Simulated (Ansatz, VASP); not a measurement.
**Two plane-wave programs on LuTa2Ag**

```
CELL_PARAMETERS angstrom
4.34798 0.00000 0.00000
0.00000 4.34798 0.00000
0.00000 0.00000 8.67053
ATOMIC_POSITIONS crystal
Ta 0.75000 0.25000 0.00000
Ta 0.25000 0.75000 0.00000
Ta 0.25000 0.25000 0.78465
Ta 0.75000 0.75000 0.21535
Ag 0.75000 0.25000 0.50000
Ag 0.25000 0.75000 0.50000
Lu 0.25000 0.25000 0.26487
Lu 0.75000 0.75000 0.73513
```

Alike in both runs: functional PBE; k mesh 5 × 5 × 2; no spin polarisation.

Ansatz relaxed the structure, and its values are those at the end. VASP's run is a single point on that final structure, the one shown.

|  | VASP | Ansatz |
| --- | --- | --- |
| version | VASP 6.6.1 | Ansatz 0.2.0 |
| potentials or method | VASP PAW PBE potentials, release 64 (Ta_pv, Ag, Lu), cutoff 520 eV | PAW plane waves |
| occupations | fermi-dirac, width 0.1 eV | fermi-dirac |
| valence electrons in the cell | 116 | 140 |

Ansatz gave:

* gap on the k mesh at the Fermi level (eV): none
* pressure (GPa): 0.0
* rms of the force components (eV/Å): 0.000

Which values does VASP return?

gap on the k mesh at the Fermi level (eV): none; pressure (GPa): 0.1; rms of the force components (eV/Å): 0.006.

A gap of «none» marks a metal or a gap that the smearing closes. VASP's potentials hold 116 valence electrons a cell and Ansatz's 140, so a difference there can come from the potentials and not from the codes.

The k mesh is coarse, so the values compare programs but aren't converged. Neither program's run includes spin-orbit coupling.
